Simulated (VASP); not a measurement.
# Al3Cu (Pmmm) in VASP: single point with r2SCAN

Aim: the single point of Al3Cu with r2SCAN.

Program: VASP 6.6.1. These are calculated values, not measurements. Logs are shortened: lines on timing, memory, paths and dates and some standing lists are left out, and cuts for length are marked.

### Step 1. The cell of the first run

Symmetry: Pmmm, No. 47, orthorhombic system. Conventional cell: a = 2.649 Å, b = 2.899 Å, c = 7.592 Å, α = 90.00°, β = 90.00°, γ = 90.00°. Within 3.5 Å of Al (site symmetry mmm) lie 12 Al at 2.65 to 2.90 Å. Within 3.4 Å of Al (site symmetry mm2) lie 4 Cu at 2.59 Å and 9 Al at 2.65 to 3.38 Å. Cu (site symmetry mmm) has 8 Al at 2.59 Å and 4 Cu at 2.65 to 2.90 Å within 3.4 Å.

### Step 2. Single point, r2SCAN (strain +0.0450 x Voigt [1, -1, 0, 0, 0, 0])

POSCAR reads:

```
Al3Cu
1.0
    2.8986010027      0.0000000000      0.0000000000
    0.0000000000      2.6489607249      0.0000000000
    0.0000000000      0.0000000000      7.5918631133
Al Cu
3 1
Direct
    0.0000000000      0.0000000000      0.5000000000
    0.5000000000      0.5000000000      0.2226430006
    0.5000000000      0.5000000000      0.7773569994
    0.0000000000      0.0000000000      0.0000000000
```

INCAR.step1 reads:

```
ALGO = Normal
EDIFF = 1E-4
ENCUT = 520
GGA = PE
ISMEAR = 0
LASPH = True
LCHARG = False
LREAL = False
LWAVE = True
NBANDS = 18
NELM = 80
PREC = Accurate
SIGMA = 0.15
```

INCAR.step2 reads:

```
ALGO = Normal
EDIFF = 1E-7
ENCUT = 520
ISIF = 2
ISMEAR = 0
ISTART = 1
LASPH = True
LCHARG = False
LMIXTAU = True
LREAL = False
LWAVE = False
METAGGA = R2SCAN
NBANDS = 18
NELM = 80
PREC = Accurate
SIGMA = 0.15
```

KPOINTS reads:

```
k-points
0
Gamma
  18 18 6
```

Potentials or basis: VASP PAW PBE potentials, release 64 (Al, Cu).

The run is started by

```console
$ cat potpaw_PBE.64/Al/POTCAR potpaw_PBE.64/Cu/POTCAR > POTCAR
$ cp INCAR.step1 INCAR
$ mpirun -np 1 vasp_std > vasp.out
$ cp INCAR.step2 INCAR
$ mpirun -np 1 vasp_std > vasp.out
```

OUTCAR:

```text
EDIFF = 1E-7
   ENCUT = 520
   ISIF = 2
   ISMEAR = 0
   ISTART = 1
   LASPH = True
   LREAL = False
   METAGGA = R2SCAN
   NELM = 80
   PREC = Accurate

 ion  position               nearest neighbor table
   1  0.000  0.000  0.500-   2 2.88   3 2.88   2 2.88   3 2.88   2 2.88   3 2.88   2 2.88   3 2.88

   2  0.500  0.500  0.223-   4 2.59   4 2.59   4 2.59   4 2.59   1 2.88   1 2.88   1 2.88   1 2.88

   3  0.500  0.500  0.777-   4 2.59   4 2.59   4 2.59   4 2.59   1 2.88   1 2.88   1 2.88   1 2.88

   4  0.000  0.000  0.000-   2 2.59   3 2.59   2 2.59   3 2.59   2 2.59   3 2.59   2 2.59   3 2.59

  LATTYP: Found a simple orthorhombic cell.
 ALAT       =     2.6489607249
 B/A-ratio  =     1.0942408377
 C/A-ratio  =     2.8659779822

  Lattice vectors:

 A1 = (   0.0000000000,  -2.6489607249,   0.0000000000)
 A2 = (   2.8986010027,   0.0000000000,   0.0000000000)
 A3 = (   0.0000000000,   0.0000000000,   7.5918631133)

Analysis of symmetry for initial positions (statically):
=====================================================================
 Subroutine PRICEL returns:
 Original cell was already a primitive cell.

 Routine SETGRP: Setting up the symmetry group for a
 simple orthorhombic supercell.

 Subroutine GETGRP returns: Found  8 space group operations
 (whereof  8 operations were pure point group operations)
 out of a pool of  8 trial point group operations.

The static configuration has the point symmetry D_2h.

Analysis of symmetry for dynamics (positions and initial velocities):
=====================================================================
 Subroutine PRICEL returns:
 Original cell was already a primitive cell.

 Routine SETGRP: Setting up the symmetry group for a
 simple orthorhombic supercell.

 Subroutine GETGRP returns: Found  8 space group operations
 (whereof  8 operations were pure point group operations)
 out of a pool of  8 trial point group operations.

The dynamic configuration has the point symmetry D_2h.

 Subroutine INISYM returns: Found  8 space group operations
 (whereof  8 operations are pure point group operations),
 and found     1 'primitive' translations

----------------------------------------------------------------------------------------

                                     Primitive cell

  volume of cell :      58.2925

  direct lattice vectors                    reciprocal lattice vectors
     2.898601003  0.000000000  0.000000000     0.344994016  0.000000000  0.000000000
     0.000000000  2.648960725  0.000000000     0.000000000  0.377506541  0.000000000
     0.000000000  0.000000000  7.591863113     0.000000000  0.000000000  0.131719972

  length of vectors
     2.898601003  2.648960725  7.591863113     0.344994016  0.377506541  0.131719972

  position of ions in fractional coordinates (direct lattice)
     0.000000000  0.000000000  0.500000000
     0.500000000  0.500000000  0.222643001
     0.500000000  0.500000000  0.777356999
     0.000000000  0.000000000  0.000000000

  ion indices of the primitive-cell ions
   primitive index   ion index
                 1           1
                 2           2
                 3           3
                 4           4

----------------------------------------------------------------------------------------

 KPOINTS: k-points

Automatic generation of k-mesh.
 Grid dimensions read from file:
 generate k-points for:   18   18    6

 Generating k-lattice:

  Cartesian coordinates                     Fractional coordinates (reciprocal lattice)
     0.019166334  0.000000000  0.000000000     0.055555556  0.000000000  0.000000000
     0.000000000  0.020972586  0.000000000     0.000000000  0.055555556  0.000000000
     0.000000000  0.000000000  0.021953329     0.000000000  0.000000000  0.166666667

  Length of vectors
     0.019166334  0.020972586  0.021953329

  Shift w.r.t. Gamma in fractional coordinates (k-lattice)
     0.000000000  0.000000000  0.000000000

 Subroutine IBZKPT returns following result:
 ===========================================

 Found    400 irreducible k-points:

 Following reciprocal coordinates:
            Coordinates               Weight
  0.000000  0.000000  0.000000      1.000000
  0.055556  0.000000  0.000000      2.000000
  0.111111  0.000000  0.000000      2.000000
  0.166667  0.000000  0.000000      2.000000
  0.222222  0.000000  0.000000      2.000000
  0.277778  0.000000  0.000000      2.000000
[... 16 lines left out ...]
  0.111111  0.111111  0.000000      4.000000
  0.166667  0.111111  0.000000      4.000000
 [... further k-points ...]
   k-points           NKPTS =    400   k-points in BZ     NKDIM =    400   number of bands    NBANDS=     18
   number of dos      NEDOS =    301   number of ions     NIONS =      4
   total plane-waves  NPLWV =  26880
   dimension x,y,z NGX =    24 NGY =   20 NGZ =   56
   dimension x,y,z NGXF=    48 NGYF=   40 NGZF=  112
   ions per type =               3   1
   NGX,Y,Z   is equivalent  to a cutoff of  13.76, 12.55, 12.26 a.u.
   NGXF,Y,Z  is equivalent  to a cutoff of  27.53, 25.10, 24.53 a.u.
 SYSTEM =  unknown system
   PREC   = accura    normal or accurate (medium, high low for compatibility)
   ISTART =      1    job   : 0-new  1-cont  2-samecut
   ICHARG =      0    charge: 1-file 2-atom 10-const
   ISPIN  =      1    spin polarized calculation?
   LNONCOLLINEAR =      F non collinear calculations
   LSORBIT =      F    spin-orbit coupling
   LASPH  =      T    aspherical Exc in radial PAW
   ENCUT  =  520.0 eV  38.22 Ry    6.18 a.u.   5.39  4.93 14.12*2*pi/ulx,y,z
   NELM   =     80;   NELMIN=  2; NELMDL=  0     # of ELM steps
   EDIFF  = 0.1E-06   stopping-criterion for ELM
   LREAL  =      F    real-space projection
   EDIFFG = 0.1E-05   stopping-criterion for IOM
   NSW    =      0    number of steps for IOM
   IBRION =     -1    ionic relax: 0-MD 1-quasi-New 2-CG
   NFREE  =      0    steps in history (QN), initial steepest desc. (CG)
   ISIF   =      2    stress and relaxation
   ISYM   =      2    0-nonsym 1-usesym 2-fastsym
   POTIM  = 0.5000    time-step for ionic-motion
   TEBEG  =    0.0;   TEEND  =   0.0 temperature during run
   PSTRESS=    0.0 pullay stress
   NELECT =      20.0000    total number of electrons
   NUPDOWN=      -1.0000    fix difference up-down
   EMIN   =  10.00;   EMAX   =-10.00  energy-range for DOS
   EFERMI =   0.00;   METHOD = LEGACY
   ISMEAR =     0;   SIGMA  =   0.15  broadening in eV -4-tet -1-fermi 0-gaus
   EFERMI_NEDOS =   21; number of points for ismear=-14 and -15
   IALGO  =     38    algorithm
   IMIX   =      4    mixing-type and parameters
     AMIX     =   0.40;   BMIX     =  1.00
     AMIX_MAG =   1.60;   BMIX_MAG =  1.00
  volume/ion in A,a.u.               =      14.57        98.34
  Fermi-wavevector in a.u.,A,eV,Ry     =   1.146078  2.165773 17.871171  1.313494
  Thomas-Fermi vector in A             =   2.282764
   LORBIT       =      0    0 simple, 1 ext, 2 COOP (PROOUT), +10 PAW based schemes
   METAGGA = R2SCAN    functional components
   LHFCALC =     F    Hartree Fock is set to
   AEXX    =    0.0000 exact exchange contribution
   IVDW    =     0    specifies the selected vdW correction
   LEPSILON=     F    determine dielectric tensor
   LRPA    =     F    only Hartree local field effects (RPA)
 non-spin polarized calculation
 Gauss-broadening in eV      SIGMA  =   0.15
  energy-cutoff  :      520.00
  volume of cell :       58.29
 maximum number of plane-waves:      1602
 NGX is ok and might be reduce to    24
   NGX = 11   NGY =  9   NGZ = 29

 number of electron      20.0000001 magnetization

 Free energy of the ion-electron system (eV)
  ---------------------------------------------------
  ext. energy  EPLUGINS =         0.00000000
  ---------------------------------------------------
  free energy    TOTEN  =       -31.33152401 eV

  energy without entropy =      -31.31689087  energy(sigma->0) =      -31.32420744

 E-fermi :   8.5494     XC(G=0): -11.7006

 val. band max:        8.5473266321   @ k =   0.3333   0.1667   0.1667
 cond. band min:       8.5500010759   @ k =   0.2222   0.4444   0.1667
 fundamental gap:      0.0026744438
 Fermi energy:         8.5494468449

 k-point     1 :       0.0000    0.0000    0.0000
  band No.  band energies     occupation
      1      -3.4046      2.00000
      2      -0.8658      2.00000
      3      -0.5091      2.00000
      4       3.7625      2.00000
      5       3.8980      2.00000
      6       4.6101      2.00000
[... 10 lines left out ...]
     17      18.7650      0.00000
     18      19.4653      0.00000

 k-point     2 :       0.0556    0.0000    0.0000
  band No.  band energies     occupation
      1      -3.3464      2.00000
      2      -0.8131      2.00000
      3      -0.4510      2.00000
      4       3.7683      2.00000
      5       3.9134      2.00000
      6       4.5717      2.00000
[... 10 lines left out ...]
     17      19.4975      0.00000
     18      19.5506      0.00000

 k-point     3 :       0.1111    0.0000    0.0000
  band No.  band energies     occupation
      1      -3.1722      2.00000
      2      -0.6554      2.00000
      3      -0.2771      2.00000
      4       3.7840      2.00000
      5       3.9566      2.00000
      6       4.4725      2.00000
[... 10 lines left out ...]
     17      19.7343      0.00000
     18      20.0343      0.00000

 k-point     4 :       0.1667    0.0000    0.0000
  band No.  band energies     occupation
      1      -2.8826      2.00000
      2      -0.3949      2.00000
      3       0.0111      2.00000
      4       3.8050      2.00000
      5       4.0174      2.00000
      6       4.3429      2.00000
[... 375 lines left out ...]
      4       3.8561      2.00000
      5       3.9762      2.00000
      6       4.5933      2.00000
[... 10 lines left out ...]
     17      17.7165      0.00000
     18      19.4215      0.00000

 k-point    23 :       0.1111    0.1111    0.0000
  band No.  band energies     occupation
      1      -2.8950      2.00000
      2      -0.4038      2.00000
      3      -0.0007      2.00000
      4       3.8754      2.00000
      5       4.0167      2.00000
      6       4.5030      2.00000
[... 10 lines left out ...]
     17      19.3004      0.00000
     18      19.9650      0.00000

 k-point    24 :       0.1667    0.1111    0.0000
  band No.  band energies     occupation
      1      -2.6066      2.00000
      2      -0.1457      2.00000
      3       0.2852      2.00000
      4       3.9023      2.00000
      5       4.0731      2.00000
      6       4.3834      2.00000
[... 10 lines left out ...]
     17      19.2196      0.00000
     18      20.4932      0.00000

 [... further k-points ...]
[... 5 lines left out ...]
  --------------------------------------------------------------------------------------
  -------------------------------------------------------------------------------------
  Total       -1.1585322      2.3605520     -0.3289310      0.0000000      0.0000000      0.0000000
  in kB      -31.8424407     64.8801488     -9.0407218      0.0000000      0.0000000      0.0000000
  external PRESSURE =       7.9989954 kB  Pullay stress =       0.0000000 kB

 VOLUME and BASIS-vectors are now :
 -----------------------------------------------------------------------------
  energy-cutoff  :      520.00
  volume of cell :       58.29
      direct lattice vectors                 reciprocal lattice vectors
     2.898601003  0.000000000  0.000000000     0.344994016  0.000000000  0.000000000
     0.000000000  2.648960725  0.000000000     0.000000000  0.377506541  0.000000000
     0.000000000  0.000000000  7.591863113     0.000000000  0.000000000  0.131719972

 POSITION                                       TOTAL-FORCE (eV/Angst)
 -----------------------------------------------------------------------------------
      0.00000      0.00000      3.79593         0.000000      0.000000      0.000000
      1.44930      1.32448      1.69028        -0.000000      0.000000      0.040321
      1.44930      1.32448      5.90159         0.000000     -0.000000     -0.040321
      0.00000      0.00000      0.00000         0.000000      0.000000      0.000000
 -----------------------------------------------------------------------------------
    total drift:                                0.000000      0.000000     -0.000000

  FREE ENERGIE OF THE ION-ELECTRON SYSTEM (eV)
  ---------------------------------------------------
  free  energy   TOTEN  =       -31.3315240138 eV

  energy  without entropy=      -31.3168908748  energy(sigma->0) =      -31.32420744
```

Wall time 24 min (1 thread of Intel Xeon Platinum 8259CL at 2.50GHz (Skylake/Cascade Lake), shared host); peak memory 0.48 GiB.

What came out:

| Item | Value |
| --- | --- |
| Free energy | -31.3315 eV |
| Pressure | 0.8 GPa |
| Largest force | 0.040 eV/Å |
| Band gap on the k mesh | zero (bands 10 and 11 overlap by 6.78 eV) |

Forces on the atoms (eV/Å):
```
Al   0.000  0.000  0.000
Al   0.000  0.000  0.040
Al   0.000  0.000 -0.040
Cu   0.000  0.000  0.000
```

Caveat: the cell differs from its parent crystal (strain +0.0450 x Voigt [1, -1, 0, 0, 0, 0]); the stress differs along the axes, from -3 to 6 GPa; the PAW data sets were made with another functional, which shifts forces and pressure a little.
